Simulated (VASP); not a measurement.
# Ga (Im-3m) in VASP: a series of runs, part 2 of 2

VASP 6.6.1. The steps go on from the part before.

**3. Relaxation of cell and atoms, LDA, target pressure 230 GPa, at which the enthalpy is minimised**

INCAR reads:

```
PREC     = Accurate       # precision mode
ENCUT    = 600            # plane-wave cutoff, eV
EDIFF    = 1E-7           # SCF threshold, eV
ISMEAR   = -1             # smearing method
SIGMA    = 0.1            # smearing width, eV
LREAL    = F              # projectors in reciprocal space
LASPH    = T              # aspherical terms in the spheres
NELM     = 80             # most SCF steps
ALGO     = Normal         # electronic algorithm
ISIF     = 3              # what is computed and relaxed
LWAVE    = F              # write WAVECAR
LCHARG   = F              # write CHGCAR
IBRION   = 2              # ionic algorithm
NSW      = 60             # ionic steps
EDIFFG   = -0.005         # ionic threshold
PSTRESS  = 2300.0
```

KPOINTS reads:

```
Automatic mesh
0
Gamma
  20 20 20
```

POSCAR reads:

```
Ga
1.0
   -1.2962228865      1.2962228865      1.2962228865
    1.2962228865     -1.2962228865      1.2962228865
    1.2962228865      1.2962228865     -1.2962228865
Ga
1
Direct
    0.0000000000      0.0000000000      0.0000000000
```

Potentials or basis: VASP PAW LDA potentials, release 64 (Ga_d).

On the command line:

```console
cat potpaw_LDA.64/Ga_d/POTCAR > POTCAR
mpirun -np 1 vasp_std > vasp.out
```

OUTCAR:

```text
PREC = Accurate
   ENCUT = 600
   EDIFF = 1E-7
   ISMEAR = -1
   LREAL = F
   LASPH = T
   NELM = 80
   ISIF = 3
   IBRION = 2
   NSW = 60
   EDIFFG = -0.005
   PSTRESS = 2300.0

 ion  position               nearest neighbor table
   1  0.000  0.000  0.000-

  LATTYP: Found a body centered cubic cell.
 ALAT       =     2.5924457730

  Lattice vectors:

 A1 = (  -1.2962228865,   1.2962228865,   1.2962228865)
 A2 = (   1.2962228865,  -1.2962228865,   1.2962228865)
 A3 = (   1.2962228865,   1.2962228865,  -1.2962228865)

Analysis of symmetry for initial positions (statically):
=====================================================================
 Subroutine PRICEL returns:
 Original cell was already a primitive cell.

 Routine SETGRP: Setting up the symmetry group for a
 body centered cubic supercell.

 Subroutine GETGRP returns: Found 48 space group operations
 (whereof 48 operations were pure point group operations)
 out of a pool of 48 trial point group operations.

The static configuration has the point symmetry O_h .

Analysis of symmetry for dynamics (positions and initial velocities):
=====================================================================
 Subroutine PRICEL returns:
 Original cell was already a primitive cell.

 Routine SETGRP: Setting up the symmetry group for a
 body centered cubic supercell.

 Subroutine GETGRP returns: Found 48 space group operations
 (whereof 48 operations were pure point group operations)
 out of a pool of 48 trial point group operations.

The dynamic configuration has the point symmetry O_h .

 Subroutine INISYM returns: Found 48 space group operations
 (whereof 48 operations are pure point group operations),
 and found     1 'primitive' translations

----------------------------------------------------------------------------------------

                                     Primitive cell

  volume of cell :       8.7116

  direct lattice vectors                    reciprocal lattice vectors
    -1.296222887  1.296222887  1.296222887     0.000000000  0.385736130  0.385736130
     1.296222887 -1.296222887  1.296222887     0.385736130  0.000000000  0.385736130
     1.296222887  1.296222887 -1.296222887     0.385736130  0.385736130  0.000000000

  length of vectors
     2.245123897  2.245123897  2.245123897     0.545513267  0.545513267  0.545513267

  position of ions in fractional coordinates (direct lattice)
     0.000000000  0.000000000  0.000000000

  ion indices of the primitive-cell ions
   primitive index   ion index
                 1           1

----------------------------------------------------------------------------------------

 KPOINTS: Automatic mesh

Automatic generation of k-mesh.
 Grid dimensions read from file:
 generate k-points for:   20   20   20

 Generating k-lattice:

  Cartesian coordinates                     Fractional coordinates (reciprocal lattice)
     0.000000000  0.019286807  0.019286807     0.050000000  0.000000000  0.000000000
     0.019286807  0.000000000  0.019286807     0.000000000  0.050000000  0.000000000
     0.019286807  0.019286807  0.000000000     0.000000000  0.000000000  0.050000000

  Length of vectors
     0.027275663  0.027275663  0.027275663

  Shift w.r.t. Gamma in fractional coordinates (k-lattice)
     0.000000000  0.000000000  0.000000000

 Subroutine IBZKPT returns following result:
 ===========================================

 Found    256 irreducible k-points:

 Following reciprocal coordinates:
            Coordinates               Weight
  0.000000  0.000000  0.000000      1.000000
  0.050000  0.000000  0.000000     12.000000
  0.100000  0.000000  0.000000     12.000000
  0.150000  0.000000  0.000000     12.000000
  0.200000  0.000000  0.000000     12.000000
  0.250000  0.000000  0.000000     12.000000
[... 16 lines left out ...]
  0.200000  0.100000  0.000000     48.000000
  0.250000  0.100000  0.000000     48.000000
 [... further k-points ...]
   k-points           NKPTS =    256   k-points in BZ     NKDIM =    256   number of bands    NBANDS=     10
   number of dos      NEDOS =    301   number of ions     NIONS =      1
   total plane-waves  NPLWV =   5832
   dimension x,y,z NGX =    18 NGY =   18 NGZ =   18
   dimension x,y,z NGXF=    36 NGYF=   36 NGZF=   36
   ions per type =               1
   NGX,Y,Z   is equivalent  to a cutoff of  13.33, 13.33, 13.33 a.u.
   NGXF,Y,Z  is equivalent  to a cutoff of  26.66, 26.66, 26.66 a.u.
 SYSTEM =  unknown system
   PREC   = accura    normal or accurate (medium, high low for compatibility)
   ISTART =      0    job   : 0-new  1-cont  2-samecut
   ICHARG =      2    charge: 1-file 2-atom 10-const
   ISPIN  =      1    spin polarized calculation?
   LNONCOLLINEAR =      F non collinear calculations
   LSORBIT =      F    spin-orbit coupling
   LASPH  =      T    aspherical Exc in radial PAW
   ENCUT  =  600.0 eV  44.10 Ry    6.64 a.u.   4.48  4.48  4.48*2*pi/ulx,y,z
   NELM   =     80;   NELMIN=  2; NELMDL= -5     # of ELM steps
   EDIFF  = 0.1E-06   stopping-criterion for ELM
   LREAL  =      F    real-space projection
   EDIFFG = -.5E-02   stopping-criterion for IOM
   NSW    =     60    number of steps for IOM
   IBRION =      2    ionic relax: 0-MD 1-quasi-New 2-CG
   NFREE  =      1    steps in history (QN), initial steepest desc. (CG)
   ISIF   =      3    stress and relaxation
   ISYM   =      2    0-nonsym 1-usesym 2-fastsym
   POTIM  = 0.5000    time-step for ionic-motion
   TEBEG  =    0.0;   TEEND  =   0.0 temperature during run
   PSTRESS= 2300.0 pullay stress
   NELECT =      13.0000    total number of electrons
   NUPDOWN=      -1.0000    fix difference up-down
   EMIN   =  10.00;   EMAX   =-10.00  energy-range for DOS
   EFERMI =   0.00;   METHOD = LEGACY
   ISMEAR =    -1;   SIGMA  =   0.10  broadening in eV -4-tet -1-fermi 0-gaus
   EFERMI_NEDOS =   21; number of points for ismear=-14 and -15
   IALGO  =     38    algorithm
   IMIX   =      4    mixing-type and parameters
     AMIX     =   0.40;   BMIX     =  1.00
     AMIX_MAG =   1.60;   BMIX_MAG =  1.00
  volume/ion in A,a.u.               =       8.71        58.79
  Fermi-wavevector in a.u.,A,eV,Ry     =   1.870781  3.535263 47.617959  3.499821
  Thomas-Fermi vector in A             =   2.916523
   LORBIT       =      0    0 simple, 1 ext, 2 COOP (PROOUT), +10 PAW based schemes
   GGA     = CA    functional components
   LHFCALC =     F    Hartree Fock is set to
   AEXX    =    0.0000 exact exchange contribution
   IVDW    =     0    specifies the selected vdW correction
   LEPSILON=     F    determine dielectric tensor
   LRPA    =     F    only Hartree local field effects (RPA)
 conjugate gradient relaxation of ions
 non-spin polarized calculation
  energy-cutoff  :      600.00
  volume of cell :        8.71
 maximum number of plane-waves:       321
 NGX is ok and might be reduce to    18
   NGX =  9   NGY =  9   NGZ =  9

--------------------------------------- Ionic step        1  -------------------------------------------

 number of electron      13.0000012 magnetization

 Free energy of the ion-electron system (eV)
  ---------------------------------------------------
  ext. energy  EPLUGINS =         0.00000000
  ---------------------------------------------------
  free energy    TOTEN  =        -0.26725057 eV

  energy without entropy =       -0.25809287  energy(sigma->0) =       -0.26267172

------------------------ aborting loop because EDIFF is reached ----------------------------------------

  FORCE on cell =-STRESS in cart. coord.  units (eV):
  Direction    XX          YY          ZZ          XY          YZ          ZX
  --------------------------------------------------------------------------------------
  -------------------------------------------------------------------------------------
  Total       12.6910813     12.6910813     12.6910813      0.0000000     -0.0000000     -0.0000000
  in kB     2334.0500384   2334.0500384   2334.0500384      0.0000000     -0.0000000     -0.0000000
  external PRESSURE =      34.0500384 kB  Pullay stress =    2300.0000000 kB
[... 61 lines left out ...]
--------------------------------------- Ionic step        3  -------------------------------------------

 number of electron      13.0000012 magnetization

 Free energy of the ion-electron system (eV)
  ---------------------------------------------------
  ext. energy  EPLUGINS =         0.00000000
  ---------------------------------------------------
  free energy    TOTEN  =        -0.31629529 eV

  energy without entropy =       -0.30716407  energy(sigma->0) =       -0.31172968

 E-fermi :  16.4023     XC(G=0): -15.9169

 val. band max:       16.3750638918   @ k =  -0.4500   0.5000   0.3500
 cond. band min:      16.4203211019   @ k =  -0.4000   0.4000   0.2000
 fundamental gap:      0.0452572100
 Fermi energy:        16.4022822737

 k-point     1 :       0.0000    0.0000    0.0000
  band No.  band energies     occupation
      1      -3.3958      2.00000
      2      -1.3128      2.00000
      3      -1.3128      2.00000
      4      -1.3128      2.00000
      5      -0.3400      2.00000
      6      -0.3400      2.00000
      7      38.8041      0.00000
      8      38.8041      0.00000
      9      38.8041      0.00000
     10      41.7839      0.00000
[... 287 lines left out ...]
 k-point    24 :       0.2500    0.1000    0.0000
  band No.  band energies     occupation
      1      -1.9070      2.00000
      2      -1.6460      2.00000
      3      -0.5968      2.00000
      4      -0.5034      2.00000
      5      -0.2691      2.00000
      6       1.9085      2.00000
      7      20.8780      0.00000
      8      27.1410      0.00000
      9      30.9364      0.00000
     10      36.6543      0.00000

 [... further k-points ...]
[... 5 lines left out ...]
  --------------------------------------------------------------------------------------
  -------------------------------------------------------------------------------------
  Total       12.5517908     12.5517908     12.5517908      0.0000000      0.0000000      0.0000000
  in kB     2299.4798810   2299.4798810   2299.4798810      0.0000000      0.0000000      0.0000000
  external PRESSURE =      -0.5201190 kB  Pullay stress =    2300.0000000 kB
[... 20 lines left out ...]
  energy  without entropy=       -0.3071640714  energy(sigma->0) =       -0.31172968

  enthalpy is  TOTEN    =        12.2383346367 eV   P V=       12.5546299230

 reached required accuracy - stopping structural energy minimisation
```

Run time: 92 s. Hardware: 1 thread of Intel Xeon 8259CL, shared host; peak memory 0.14 GiB.

Results:

```yaml
Free_energy: -0.3163 eV
Relaxed_volume: 8.75 Å³/atom
Relaxed_cell: a = 2.248 Å, b = 2.248 Å, c = 2.248 Å, α = 109.47°, β = 109.47°, γ = 109.47°
Space_group_after_relaxing_to_0.1_Å: Im-3m (No. 229)
Energy_change_on_relaxing_the_run_minimises_the_enthalpy: -49.0 meV/atom
Ionic_steps: 3
Pressure_after_relaxing: 229.9 GPa
Band_gap_on_the_k_mesh: zero (an odd number of electrons rules out a gap without spin polarisation)
```

The path:
| step | energy change (eV) | largest force (eV/Å) | pressure (GPa) | volume (Å³) |
| --- | --- | --- | --- | --- |
| 1 | 0.0000 | 0.0000 | 233.41 | 8.71 |
| 2 | -0.3261 | 0.0000 | 210.65 | 8.95 |
| 3 | -0.0490 | 0.0000 | 229.95 | 8.75 |

Final structure:
```
Ga
1.0
    -1.29790    1.29790    1.29790
     1.29790   -1.29790    1.29790
     1.29790    1.29790   -1.29790
Ga
1
Cartesian
  0.0000 0.0000 0.0000
```

Caveat: the cell is relaxed towards a set pressure, so the run minimises the enthalpy, not the energy.

**4. Relaxation of cell and atoms, LDA**

This run uses another cell than the first one, of 19.00 Å³/atom.

INCAR reads:

```
SYSTEM = Ga
  PREC = Accurate
  ENCUT = 600
  EDIFF = 1E-6
  ISMEAR = -1
  SIGMA = 0.1
  LREAL = .False.
  LASPH = .True.
  NELM = 80
  ALGO = Normal
  ISIF = 3
  LWAVE = .False.
  LCHARG = .False.
  IBRION = 2
  NSW = 60
  EDIFFG = -0.005
```

KPOINTS reads:

```
Automatic mesh
0
Gamma
  20 20 20
  0 0 0
```

POSCAR reads:

```
Ga
1.0
   -1.6809877034      1.6809877034      1.6809877034
    1.6809877034     -1.6809877034      1.6809877034
    1.6809877034      1.6809877034     -1.6809877034
Ga
1
Direct
    0.0000000000      0.0000000000      0.0000000000
```

On the command line:

```console
cat potpaw_LDA.64/Ga_d/POTCAR > POTCAR
mpirun -np 1 vasp_std > vasp.out
```

It took 86 s on 1 thread of Intel Xeon 8259CL, shared host; peak memory 0.18 GiB.

It converged, with:

```
Free energy                           : -3.5448 eV
Relaxed volume                        : 17.44 Å³/atom
Relaxed cell                          : a = 2.830 Å, b = 2.830 Å, c = 2.830 Å, α = 109.47°, β = 109.47°, γ = 109.47°
Space group after relaxing (to 0.1 Å) : Im-3m (No. 229)
Energy gained by relaxing             : 24.6 meV/atom
Ionic steps                           : 3
Pressure after relaxing               : 0.0 GPa
Band gap on the k mesh                : zero (an odd number of electrons rules out a gap without spin polarisation)
```

The path:
```
step  energy change (eV)  largest force (eV/Å)  pressure (GPa)  volume (Å³)
   1              0.0000                0.0000           -4.57        19.00
   2             -0.0244                0.0000           -0.42        17.55
   3             -0.0246                0.0000            0.03        17.44
```

Final structure:
```
CELL_PARAMETERS angstrom
-1.63366 1.63366 1.63366
1.63366 -1.63366 1.63366
1.63366 1.63366 -1.63366
ATOMIC_POSITIONS crystal
Ga 0.00000 0.00000 0.00000
```

Levels at points of the mesh, in eV from the Fermi level:
| k point | band 3 | band 4 | band 5 | band 6 | band 7 | band 8 | band 9 | band 10 |
| --- | --- | --- | --- | --- | --- | --- | --- | --- |
| (0.00, 0.00, 0.00) | -15.09 | -14.86 | -14.86 | -11.65 | 13.37 | 13.37 | 13.37 | 18.03 |
| (0.50, 0.00, 0.00) | -14.87 | -14.86 | -14.72 | -4.56 | -4.06 | 7.39 | 9.48 | 11.98 |
| (0.50, 0.50, 0.50) | -14.75 | -14.75 | -14.75 | 1.62 | 1.62 | 1.62 | 1.98 | 5.99 |

The gap in the log of VASP goes by the Fermi energy; the results here count the filled bands.